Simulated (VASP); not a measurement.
# Mg5CdTe6 (P-3m1) in VASP: single point with PBE

Aim: the single point of Mg5CdTe6 with PBE.

Everything below comes from runs of VASP 6.6.1. Logs are shortened: lines on timing, memory, paths and dates and some standing lists are left out, and cuts for length are marked.

## (1) The cell of the first run

It takes space group P-3m1 (No. 164, trigonal). The conventional cell has a = 4.257 Å, b = 4.257 Å, c = 20.742 Å, α = 90.00°, β = 90.00°, γ = 120.00°. Mg (site symmetry 3m) has 6 Te at 3.00 Å and 2 Mg at 3.43 to 3.44 Å within 3.9 Å. Mg (site symmetry 3m) has 6 Te at 2.99 to 3.00 Å and 1 Mg at 3.44 Å and 1 Cd at 3.50 Å within 3.9 Å. Mg (site symmetry -3m) has 6 Te at 3.00 Å and 2 Mg at 3.43 Å within 3.9 Å. Within 4.0 Å of Cd (site symmetry -3m) lie 6 Te at 3.05 Å and 2 Mg at 3.50 Å. Te (site symmetry 3m) has 3 Mg at 2.99 Å and 3 Cd at 3.05 Å within 3.9 Å. Te (site symmetry 3m) has 6 Mg at 3.00 Å within 3.9 Å. Te (site symmetry 3m) has 6 Mg at 3.00 Å within 3.9 Å.

## (2) Single point, PBE

The input, INCAR:

```
SYSTEM = Mg5CdTe6
PREC     = Accurate       ! precision mode
ENCUT    = 520            ! plane-wave cutoff, eV
EDIFF    = 1E-7           ! SCF threshold, eV
ISMEAR   = 0              ! smearing method
SIGMA    = 0.02           ! smearing width, eV
LREAL    = .False.        ! projectors in reciprocal space
LASPH    = .True.         ! aspherical terms in the spheres
NELM     = 60             ! most SCF steps
ALGO     = Normal         ! electronic algorithm
ISIF     = 2              ! what is computed and relaxed
LWAVE    = .False.        ! write WAVECAR
LCHARG   = .False.        ! write CHGCAR
GGA      = PE             ! functional
NBANDS   = 41             ! bands
```

The input, KPOINTS:

```
regular mesh
0
Gamma
  12 12 2
  0 0 0
```

The input, POSCAR:

```
Mg5CdTe6
1.0
    4.2573002935     -0.0000000289      0.0000000000
   -2.1286501217      3.6869302201      0.0000000000
    0.0000000000      0.0000000000     20.7418842000
Mg Cd Te
5 1 6
Direct
    0.0000000000      0.0000000000      0.3345350000
    0.0000000000      0.0000000000      0.6654650000
    0.0000000000      0.0000000000      0.8311000000
    0.0000000000      0.0000000000      0.1689000000
    0.0000000000      0.0000000000      0.5000000000
    0.0000000000      0.0000000000      0.0000000000
    0.3333333333      0.6666666667      0.9127610000
    0.3333333333      0.6666666667      0.2518850000
    0.3333333333      0.6666666667      0.5827520000
    0.6666666667      0.3333333333      0.0872390000
    0.6666666667      0.3333333333      0.4172480000
    0.6666666667      0.3333333333      0.7481150000
```

Potentials or basis: VASP PAW PBE potentials, release 64 (Mg, Cd, Te).

Started as:

```console
> cat potpaw_PBE.64/Mg/POTCAR potpaw_PBE.64/Cd/POTCAR potpaw_PBE.64/Te/POTCAR > POTCAR
> mpirun -np 1 vasp_std > vasp.out
```

OUTCAR:

```text
SYSTEM = Mg5CdTe6
   PREC = Accurate
   ENCUT = 520
   EDIFF = 1E-7
   ISMEAR = 0
   LREAL = .False.
   LASPH = .True.
   NELM = 60
   ISIF = 2
   GGA = PE

 ion  position               nearest neighbor table
   1  0.000  0.000  0.335-   8 3.00   8 3.00   8 3.00  11 3.00  11 3.00  11 3.00   5 3.43   4 3.44

   2  0.000  0.000  0.665-  12 3.00  12 3.00  12 3.00   9 3.00   9 3.00   9 3.00   5 3.43   3 3.44

   3  0.000  0.000  0.831-   7 2.99   7 2.99   7 2.99  12 3.00  12 3.00  12 3.00   2 3.44   6 3.50

   4  0.000  0.000  0.169-  10 2.99  10 2.99  10 2.99   8 3.00   8 3.00   8 3.00   1 3.44   6 3.50

   5  0.000  0.000  0.500-   9 3.00  11 3.00   9 3.00  11 3.00  11 3.00   9 3.00   1 3.43   2 3.43

   6  0.000  0.000  0.000-   7 3.05  10 3.05   7 3.05  10 3.05  10 3.05   7 3.05   3 3.50   4 3.50

   7  0.333  0.667  0.913-   3 2.99   3 2.99   3 2.99   6 3.05   6 3.05   6 3.05
   8  0.333  0.667  0.252-   1 3.00   1 3.00   1 3.00   4 3.00   4 3.00   4 3.00
   9  0.333  0.667  0.583-   2 3.00   2 3.00   2 3.00   5 3.00   5 3.00   5 3.00
  10  0.667  0.333  0.087-   4 2.99   4 2.99   4 2.99   6 3.05   6 3.05   6 3.05
  11  0.667  0.333  0.417-   1 3.00   1 3.00   1 3.00   5 3.00   5 3.00   5 3.00
  12  0.667  0.333  0.748-   2 3.00   2 3.00   2 3.00   3 3.00   3 3.00   3 3.00

  LATTYP: Found a hexagonal cell.
 ALAT       =     4.2573002935
 C/A-ratio  =     4.8720745003

  Lattice vectors:

 A1 = (   4.2573002935,  -0.0000000289,   0.0000000000)
 A2 = (  -2.1286501217,   3.6869302201,   0.0000000000)
 A3 = (   0.0000000000,   0.0000000000,  20.7418842000)

Analysis of symmetry for initial positions (statically):
=====================================================================
 Subroutine PRICEL returns:
 Original cell was already a primitive cell.

 Routine SETGRP: Setting up the symmetry group for a
 hexagonal supercell.

 Subroutine GETGRP returns: Found 12 space group operations
 (whereof 12 operations were pure point group operations)
 out of a pool of 24 trial point group operations.

The static configuration has the point symmetry D_3d.

Analysis of symmetry for dynamics (positions and initial velocities):
=====================================================================
 Subroutine PRICEL returns:
 Original cell was already a primitive cell.

 Routine SETGRP: Setting up the symmetry group for a
 hexagonal supercell.

 Subroutine GETGRP returns: Found 12 space group operations
 (whereof 12 operations were pure point group operations)
 out of a pool of 24 trial point group operations.

The dynamic configuration has the point symmetry D_3d.

 Subroutine INISYM returns: Found 12 space group operations
 (whereof 12 operations are pure point group operations),
 and found     1 'primitive' translations

----------------------------------------------------------------------------------------

                                     Primitive cell

  volume of cell :     325.5723

  direct lattice vectors                    reciprocal lattice vectors
     4.257300294 -0.000000029  0.000000000     0.234890643  0.135614174  0.000000000
    -2.128650122  3.686930220  0.000000000     0.000000002  0.271228351  0.000000000
     0.000000000  0.000000000 20.741884200     0.000000000  0.000000000  0.048211628

  length of vectors
     4.257300294  4.257300293 20.741884200     0.271228351  0.271228351  0.048211628

  position of ions in fractional coordinates (direct lattice)
     0.000000000  0.000000000  0.334535000
     0.000000000  0.000000000  0.665465000
     0.000000000  0.000000000  0.831100000
     0.000000000  0.000000000  0.168900000
     0.000000000  0.000000000  0.500000000
     0.000000000  0.000000000  0.000000000
     0.333333333  0.666666667  0.912761000
     0.333333333  0.666666667  0.251885000
     0.333333333  0.666666667  0.582752000
     0.666666667  0.333333333  0.087239000
     0.666666667  0.333333333  0.417248000
     0.666666667  0.333333333  0.748115000

  ion indices of the primitive-cell ions
   primitive index   ion index
                 1           1
                 2           2
                 3           3
                 4           4
                 5           5
                 6           6
                 7           7
                 8           8
                 9           9
                10          10
                11          11
                12          12

----------------------------------------------------------------------------------------

 KPOINTS: regular mesh

Automatic generation of k-mesh.
 Grid dimensions read from file:
 generate k-points for:   12   12    2

 Generating k-lattice:

  Cartesian coordinates                     Fractional coordinates (reciprocal lattice)
     0.019574220  0.011301181  0.000000000     0.083333333 -0.000000000  0.000000000
     0.000000000  0.022602363  0.000000000     0.000000000  0.083333333  0.000000000
     0.000000000  0.000000000  0.024105814     0.000000000  0.000000000  0.500000000

  Length of vectors
     0.022602363  0.022602363  0.024105814

  Shift w.r.t. Gamma in fractional coordinates (k-lattice)
     0.000000000  0.000000000  0.000000000

 Subroutine IBZKPT returns following result:
 ===========================================

 Found     38 irreducible k-points:

 Following reciprocal coordinates:
            Coordinates               Weight
  0.000000  0.000000  0.000000      1.000000
  0.083333  0.000000  0.000000      6.000000
  0.166667  0.000000  0.000000      6.000000
  0.250000 -0.000000  0.000000      6.000000
  0.333333  0.000000  0.000000      6.000000
  0.416667  0.000000  0.000000      6.000000
[... 16 lines left out ...]
  0.250000 -0.000000  0.500000      6.000000
  0.333333  0.000000  0.500000      6.000000
 [... further k-points ...]
   k-points           NKPTS =     38   k-points in BZ     NKDIM =     38   number of bands    NBANDS=     41
   number of dos      NEDOS =    301   number of ions     NIONS =     12
   total plane-waves  NPLWV = 163840
   dimension x,y,z NGX =    32 NGY =   32 NGZ =  160
   dimension x,y,z NGXF=    64 NGYF=   64 NGZF=  320
   ions per type =               5   1   6
   NGX,Y,Z   is equivalent  to a cutoff of  12.50, 12.50, 12.82 a.u.
   NGXF,Y,Z  is equivalent  to a cutoff of  24.99, 24.99, 25.65 a.u.
 SYSTEM =  Mg5CdTe6
   PREC   = accura    normal or accurate (medium, high low for compatibility)
   ISTART =      0    job   : 0-new  1-cont  2-samecut
   ICHARG =      2    charge: 1-file 2-atom 10-const
   ISPIN  =      1    spin polarized calculation?
   LNONCOLLINEAR =      F non collinear calculations
   LSORBIT =      F    spin-orbit coupling
   LASPH  =      T    aspherical Exc in radial PAW
   ENCUT  =  520.0 eV  38.22 Ry    6.18 a.u.   7.92  7.92 38.57*2*pi/ulx,y,z
   NELM   =     60;   NELMIN=  2; NELMDL= -5     # of ELM steps
   EDIFF  = 0.1E-06   stopping-criterion for ELM
   LREAL  =      F    real-space projection
   EDIFFG = 0.1E-05   stopping-criterion for IOM
   NSW    =      0    number of steps for IOM
   IBRION =     -1    ionic relax: 0-MD 1-quasi-New 2-CG
   NFREE  =      0    steps in history (QN), initial steepest desc. (CG)
   ISIF   =      2    stress and relaxation
   ISYM   =      2    0-nonsym 1-usesym 2-fastsym
   POTIM  = 0.5000    time-step for ionic-motion
   TEBEG  =    0.0;   TEEND  =   0.0 temperature during run
   PSTRESS=    0.0 pullay stress
   NELECT =      58.0000    total number of electrons
   NUPDOWN=      -1.0000    fix difference up-down
   EMIN   =  10.00;   EMAX   =-10.00  energy-range for DOS
   EFERMI =   0.00;   METHOD = LEGACY
   ISMEAR =     0;   SIGMA  =   0.02  broadening in eV -4-tet -1-fermi 0-gaus
   EFERMI_NEDOS =   21; number of points for ismear=-14 and -15
   IALGO  =     38    algorithm
   IMIX   =      4    mixing-type and parameters
     AMIX     =   0.40;   BMIX     =  1.00
     AMIX_MAG =   1.60;   BMIX_MAG =  1.00
  volume/ion in A,a.u.               =      27.13       183.09
  Fermi-wavevector in a.u.,A,eV,Ry     =   0.921160  1.740740 11.545027  0.848536
  Thomas-Fermi vector in A             =   2.046546
   LORBIT       =      0    0 simple, 1 ext, 2 COOP (PROOUT), +10 PAW based schemes
   GGA     = PE    functional components
   LHFCALC =     F    Hartree Fock is set to
   AEXX    =    0.0000 exact exchange contribution
   IVDW    =     0    specifies the selected vdW correction
   LEPSILON=     F    determine dielectric tensor
   LRPA    =     F    only Hartree local field effects (RPA)
 non-spin polarized calculation
 Gauss-broadening in eV      SIGMA  =   0.02
  energy-cutoff  :      520.00
  volume of cell :      325.57
 maximum number of plane-waves:      8832
 NGX is ok and might be reduce to    32
   NGX = 15   NGY = 15   NGZ = 77

 number of electron      57.9999995 magnetization

 Free energy of the ion-electron system (eV)
  ---------------------------------------------------
  ext. energy  EPLUGINS =         0.00000000
  ---------------------------------------------------
  free energy    TOTEN  =       -35.89046207 eV

  energy without entropy =      -35.89046207  energy(sigma->0) =      -35.89046207

 E-fermi :   4.3869     XC(G=0):  -9.1056

 val. band max:        4.2615026895   @ k =   0.0833   0.0000   0.0000
 cond. band min:       4.7183517750   @ k =   0.3333   0.3333   0.0000
 fundamental gap:      0.4568490855
 Fermi energy:         4.3869104112

 k-point     1 :       0.0000    0.0000    0.0000
  band No.  band energies     occupation
      1      -7.0958      2.00000
      2      -6.8770      2.00000
      3      -6.8716      2.00000
      4      -6.3588      2.00000
      5      -6.3273      2.00000
      6      -5.9966      2.00000
[... 1045 lines left out ...]
     40       9.0625      0.00000
     41       9.1171      0.00000

 [... further k-points ...]

------------------------ aborting loop because EDIFF is reached ----------------------------------------

  FORCE on cell =-STRESS in cart. coord.  units (eV):
  Direction    XX          YY          ZZ          XY          YZ          ZX
  --------------------------------------------------------------------------------------
  -------------------------------------------------------------------------------------
  Total       -0.1095316     -0.1095316     -0.1298409     -0.0000000     -0.0000000      0.0000000
  in kB       -0.5390170     -0.5390170     -0.6389616     -0.0000000     -0.0000000      0.0000000
  external PRESSURE =      -0.5723318 kB  Pullay stress =       0.0000000 kB

 VOLUME and BASIS-vectors are now :
 -----------------------------------------------------------------------------
  energy-cutoff  :      520.00
  volume of cell :      325.57
      direct lattice vectors                 reciprocal lattice vectors
     4.257300294 -0.000000029  0.000000000     0.234890643  0.135614174  0.000000000
    -2.128650122  3.686930220  0.000000000     0.000000002  0.271228351  0.000000000
     0.000000000  0.000000000 20.741884200     0.000000000  0.000000000  0.048211628

 POSITION                                       TOTAL-FORCE (eV/Angst)
 -----------------------------------------------------------------------------------
      0.00000      0.00000      6.93889         0.000000     -0.000000      0.004971
      0.00000      0.00000     13.80300         0.000000     -0.000000     -0.004971
      0.00000      0.00000     17.23858         0.000000     -0.000000      0.005289
      0.00000      0.00000      3.50330        -0.000000      0.000000     -0.005289
      0.00000      0.00000     10.37094         0.000000     -0.000000      0.000000
      0.00000      0.00000      0.00000         0.000000     -0.000000      0.000000
      0.00000      2.45795     18.93238        -0.000000     -0.000000     -0.015717
      0.00000      2.45795      5.22457         0.000000     -0.000000      0.003621
      0.00000      2.45795     12.08737        -0.000000      0.000000     -0.002670
      2.12865      1.22898      1.80950        -0.000000      0.000000      0.015717
      2.12865      1.22898      8.65451         0.000000     -0.000000      0.002670
      2.12865      1.22898     15.51731        -0.000000      0.000000     -0.003621
 -----------------------------------------------------------------------------------
    total drift:                               -0.000000     -0.000000     -0.000000

  FREE ENERGIE OF THE ION-ELECTRON SYSTEM (eV)
  ---------------------------------------------------
  free  energy   TOTEN  =       -35.8904620743 eV

  energy  without entropy=      -35.8904620743  energy(sigma->0) =      -35.89046207
```

Run time: 16 min. Hardware: 1 thread of Intel Xeon 8259CL, shared host; peak memory 0.73 GiB.

Results:

- Free energy: -35.8905 eV
- Pressure: -0.1 GPa
- Largest force: 0.016 eV/Å
- Band gap on the k mesh: 0.46 eV (least direct gap 1.17 eV)

Forces on the atoms (eV/Å):
```
Mg   0.000  0.000  0.005
Mg   0.000  0.000 -0.005
Mg   0.000  0.000  0.005
Mg   0.000  0.000 -0.005
Mg   0.000  0.000  0.000
Cd   0.000  0.000  0.000
Te   0.000  0.000 -0.016
Te   0.000  0.000  0.004
Te   0.000  0.000 -0.003
Te   0.000  0.000  0.016
Te   0.000  0.000  0.003
Te   0.000  0.000 -0.004
```

Caveat: spin-orbit coupling is left out, which moves the levels of the heavy elements.
